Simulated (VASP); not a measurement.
# Na3TeH (Pm-3m) in VASP: single point with PBE

Aim: the single point of Na3TeH with PBE.

All numbers are computed with VASP 6.6.1; they aren't measurements. Logs are shortened: lines on timing, memory, paths and dates and some standing lists are left out, and cuts for length are marked.

### 1 The cell of the first run

The structure is cubic, space group Pm-3m (No. 221). Conventional cell: a = 4.760 Å, b = 4.760 Å, c = 4.760 Å, α = 90.00°, β = 90.00°, γ = 90.00°. Within 3.1 Å of Na (site symmetry 4/mmm) lie 2 H at 2.38 Å. Te (site symmetry m-3m) has 12 Na at 3.37 Å and 8 H at 4.12 Å within 4.4 Å. Within 3.1 Å of H (site symmetry m-3m) lie 6 Na at 2.38 Å.

### 2 Single point, PBE

Input file POSCAR:

```
Na3TeH
1.0
    4.7600275683      0.0000000000      0.0000000000
    0.0000000000      4.7600275683      0.0000000000
    0.0000000000      0.0000000000      4.7600275683
Na Te H
3 1 1
Direct
    0.5000000000      0.0000000000      0.0000000000
    0.0000000000      0.5000000000      0.0000000000
    0.0000000000      0.0000000000      0.5000000000
    0.5000000000      0.5000000000      0.5000000000
    0.0000000000      0.0000000000      0.0000000000
```

Input file INCAR.step1:

```
SYSTEM = Na3TeH
PREC = Accurate
ENCUT = 520
EDIFF = 1E-7
ISMEAR = 0
SIGMA = 0.02
LREAL = .False.
LASPH = .True.
NELM = 80
ALGO = Normal
ISIF = 2
LWAVE = .False.
LCHARG = .True.
GGA = PE
NBANDS = 22
```

Input file KPOINTS.step1:

```
Automatic mesh
0
Gamma
  6 6 6
  0 0 0
```

Input file INCAR.step2:

```
SYSTEM = Na3TeH
PREC = Accurate
ENCUT = 520
EDIFF = 1E-7
ISMEAR = -5
SIGMA = 0.02
LREAL = .False.
LASPH = .True.
NELM = 80
ALGO = Normal
ISIF = 2
LWAVE = .False.
LCHARG = .False.
GGA = PE
LORBIT = 11
NBANDS = 22
NEDOS = 1001
ICHARG = 11
```

Input file KPOINTS.step2:

```
Automatic mesh
0
Gamma
  9 9 9
  0 0 0
```

Potentials or basis: VASP PAW PBE potentials, release 64 (Na_pv, Te, H).

Command:

```sh
> cat potpaw_PBE.64/Na_pv/POTCAR potpaw_PBE.64/Te/POTCAR potpaw_PBE.64/H/POTCAR > POTCAR
> cp INCAR.step1 INCAR
> cp KPOINTS.step1 KPOINTS
> mpirun -np 1 vasp_std > vasp.out
> cp INCAR.step2 INCAR
> cp KPOINTS.step2 KPOINTS
> mpirun -np 1 vasp_std > vasp.out
```

OUTCAR:

```text
SYSTEM = Na3TeH
   PREC = Accurate
   ENCUT = 520
   EDIFF = 1E-7
   ISMEAR = -5
   LREAL = .False.
   LASPH = .True.
   NELM = 80
   ISIF = 2
   GGA = PE
   LORBIT = 11
   ICHARG = 11

 ion  position               nearest neighbor table
   1  0.500  0.000  0.000-
   2  0.000  0.500  0.000-
   3  0.000  0.000  0.500-
   4  0.500  0.500  0.500-
   5  0.000  0.000  0.000-

  LATTYP: Found a simple cubic cell.
 ALAT       =     4.7600275683

  Lattice vectors:

 A1 = (   4.7600275683,   0.0000000000,   0.0000000000)
 A2 = (   0.0000000000,   4.7600275683,   0.0000000000)
 A3 = (   0.0000000000,   0.0000000000,   4.7600275683)

Analysis of symmetry for initial positions (statically):
=====================================================================
 Subroutine PRICEL returns:
 Original cell was already a primitive cell.

 Routine SETGRP: Setting up the symmetry group for a
 simple cubic supercell.

 Subroutine GETGRP returns: Found 48 space group operations
 (whereof 48 operations were pure point group operations)
 out of a pool of 48 trial point group operations.

The static configuration has the point symmetry O_h .

Analysis of symmetry for dynamics (positions and initial velocities):
=====================================================================
 Subroutine PRICEL returns:
 Original cell was already a primitive cell.

 Routine SETGRP: Setting up the symmetry group for a
 simple cubic supercell.

 Subroutine GETGRP returns: Found 48 space group operations
 (whereof 48 operations were pure point group operations)
 out of a pool of 48 trial point group operations.

The dynamic configuration has the point symmetry O_h .

 Subroutine INISYM returns: Found 48 space group operations
 (whereof 48 operations are pure point group operations),
 and found     1 'primitive' translations

----------------------------------------------------------------------------------------

                                     Primitive cell

  volume of cell :     107.8520

  direct lattice vectors                    reciprocal lattice vectors
     4.760027568  0.000000000  0.000000000     0.210082817  0.000000000  0.000000000
     0.000000000  4.760027568  0.000000000     0.000000000  0.210082817  0.000000000
     0.000000000  0.000000000  4.760027568     0.000000000  0.000000000  0.210082817
[... 100 lines left out ...]
   POTIM  = 0.5000    time-step for ionic-motion
   TEBEG  =    0.0;   TEEND  =   0.0 temperature during run
   PSTRESS=    0.0 pullay stress
   NELECT =      28.0000    total number of electrons
   NUPDOWN=      -1.0000    fix difference up-down
   EMIN   =  10.00;   EMAX   =-10.00  energy-range for DOS
   EFERMI =   0.00;   METHOD = LEGACY
   ISMEAR =    -5;   SIGMA  =   0.02  broadening in eV -4-tet -1-fermi 0-gaus
   EFERMI_NEDOS =   21; number of points for ismear=-14 and -15
   IALGO  =     38    algorithm
   IMIX   =      4    mixing-type and parameters
     AMIX     =   0.40;   BMIX     =  1.00
     AMIX_MAG =   1.60;   BMIX_MAG =  1.00
  volume/ion in A,a.u.               =      21.57       145.56
  Fermi-wavevector in a.u.,A,eV,Ry     =   1.044363  1.973559 14.839787  1.090694
  Thomas-Fermi vector in A             =   2.179112
   LORBIT       =     11    0 simple, 1 ext, 2 COOP (PROOUT), +10 PAW based schemes
   GGA     = PE    functional components
   LHFCALC =     F    Hartree Fock is set to
   AEXX    =    0.0000 exact exchange contribution
   IVDW    =     0    specifies the selected vdW correction
   LEPSILON=     F    determine dielectric tensor
   LRPA    =     F    only Hartree local field effects (RPA)
 non-spin polarized calculation
 Fermi weights with tetrahedron method with Bloechl corrections
  energy-cutoff  :      520.00
  volume of cell :      107.85
 maximum number of plane-waves:      2945
 NGX is ok and might be reduce to    36

 number of electron      27.9999990 magnetization

 Free energy of the ion-electron system (eV)
  ---------------------------------------------------
  ext. energy  EPLUGINS =         0.00000000
  ---------------------------------------------------
  free energy    TOTEN  =       -13.66844863 eV

  energy without entropy =      -13.66844863  energy(sigma->0) =      -13.66844863

 E-fermi :   1.5136     XC(G=0):  -8.1650

 val. band max:        1.5079675364   @ k =   0.4444   0.4444   0.0000
 cond. band min:       4.1871141346   @ k =   0.4444   0.0000   0.0000
 fundamental gap:      2.6791465982
 Fermi energy:         1.5136349335

 k-point     1 :       0.0000    0.0000    0.0000
  band No.  band energies     occupation
      1     -21.7547      2.00000
      2     -21.7547      2.00000
      3     -21.7547      2.00000
      4     -21.7187      2.00000
      5     -21.7187      2.00000
      6     -21.7187      2.00000
[... 589 lines left out ...]
     21       9.6113      0.00000
     22      10.2237      0.00000

 [... further k-points ...]

------------------------ aborting loop because EDIFF is reached ----------------------------------------

  FORCE on cell =-STRESS in cart. coord.  units (eV):
  Direction    XX          YY          ZZ          XY          YZ          ZX
  --------------------------------------------------------------------------------------
  -------------------------------------------------------------------------------------
  Total       -0.0095577     -0.0095577     -0.0095577     -0.0000000     -0.0000000      0.0000000
  in kB       -0.1419821     -0.1419821     -0.1419821     -0.0000000     -0.0000000      0.0000000
  external PRESSURE =      -0.1419821 kB  Pullay stress =       0.0000000 kB

 VOLUME and BASIS-vectors are now :
 -----------------------------------------------------------------------------
  energy-cutoff  :      520.00
  volume of cell :      107.85
      direct lattice vectors                 reciprocal lattice vectors
     4.760027568  0.000000000  0.000000000     0.210082817  0.000000000  0.000000000
     0.000000000  4.760027568  0.000000000     0.000000000  0.210082817  0.000000000
     0.000000000  0.000000000  4.760027568     0.000000000  0.000000000  0.210082817

 POSITION                                       TOTAL-FORCE (eV/Angst)
 -----------------------------------------------------------------------------------
      2.38001      0.00000      0.00000         0.000000      0.000000      0.000000
      0.00000      2.38001      0.00000         0.000000      0.000000      0.000000
      0.00000      0.00000      2.38001         0.000000      0.000000      0.000000
      2.38001      2.38001      2.38001         0.000000      0.000000      0.000000
      0.00000      0.00000      0.00000         0.000000      0.000000      0.000000
 -----------------------------------------------------------------------------------
    total drift:                                0.000000      0.000000     -0.000000

  FREE ENERGIE OF THE ION-ELECTRON SYSTEM (eV)
  ---------------------------------------------------
  free  energy   TOTEN  =       -13.6684486310 eV

  energy  without entropy=      -13.6684486310  energy(sigma->0) =      -13.66844863

 total charge

# of ion       s       p       d       tot
------------------------------------------
    1        0.058   5.982   0.000   6.040
    2        0.058   5.982   0.000   6.040
    3        0.058   5.982   0.000   6.040
    4        1.337   2.096   0.003   3.436
    5        0.519   0.001   0.000   0.520
--------------------------------------------------
tot          2.029  20.044   0.003  22.076
```

Wall time 2.4 min (1 thread of Intel Xeon 8259CL, shared host); peak memory 0.24 GiB.

What came out:

```yaml
Valence_electrons_inside_the_program's_atomic_spheres: Na 6.04; Te 3.44; H 0.52
```

Levels at points of the mesh, in eV from the valence-band top:
```
           k point  band 12  band 13  band 14  band 15  band 16  band 17
(0.00, 0.00, 0.00)    -0.40    -0.40    -0.40     4.14     4.14     4.22
```

Caveat: spin-orbit coupling is left out, which moves the levels of the heavy elements.
